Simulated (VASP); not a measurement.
Wanted: the native input for a VASP 6.6.1 run.

```
Task                   : single point
Functional             : PBE
Dispersion             : D3(BJ)
Potentials or basis    : VASP PAW PBE potentials, release 64 (Si)
Cutoff                 : 520 eV
k mesh                 : 14 × 14 × 14
Occupations            : gaussian, width 0.15 eV
Spin                   : no spin polarisation
Dipole correction      : no
Further INCAR settings : ALGO = Normal; EDIFF = 1e-07; NBANDS = 26; ISYM = 0
```

The structure of Si lies in POSCAR:

```
Si
1.0
    0.0000000000      3.8010408870      3.8010408870
    3.8010408870      0.0000000000      3.8010408870
    3.8010408870      3.8010408870      0.0000000000
Si
8
Direct
    0.0000000000      0.0000000000      0.0000000000
    0.0000000000      0.0000000000      0.5000000000
    0.0000000000      0.5000000000      0.0000000000
    0.0000000000      0.5000000000      0.5000000000
    0.5000000000      0.0000000000      0.0000000000
    0.5000000000      0.0000000000      0.5000000000
    0.5000000000      0.5000000000      0.0000000000
    0.5000000000      0.5000000000      0.5000000000
```

This isn't the form of Si at room conditions, which is diamond.

One way to write it, as run:

INCAR

```
SYSTEM = Si
PREC = Accurate
ENCUT = 520
EDIFF = 1E-7
ISMEAR = 0
SIGMA = 0.15
LREAL = .FALSE.
LASPH = .TRUE.
NELM = 80
ALGO = Normal
ISIF = 2
LWAVE = .FALSE.
LCHARG = .FALSE.
GGA = PE
IVDW = 12
ISYM = 0
NBANDS = 26
KPAR = 4
```

KPOINTS

```
regular mesh
0
G
  14 14 14
  0 0 0
```

Potentials or basis: VASP PAW PBE potentials, release 64 (Si).

Command:

```bash
$ cat potpaw_PBE.64/Si/POTCAR > POTCAR
$ mpirun -np 4 vasp_std > vasp.out
```

Results of the run:

```json
{
  "Pressure": "-0.7 GPa",
  "Band gap on the k mesh": "zero (bands 16 and 17 overlap by 4.63 eV)",
  "Dispersion energy per atom": "-0.452 eV"
}
```

It took 5.5 min on 4 MPI ranks on Intel(R) Xeon(R) 6975P-C (Granite Rapids), on a shared host, peak memory 2.2 GiB a rank.
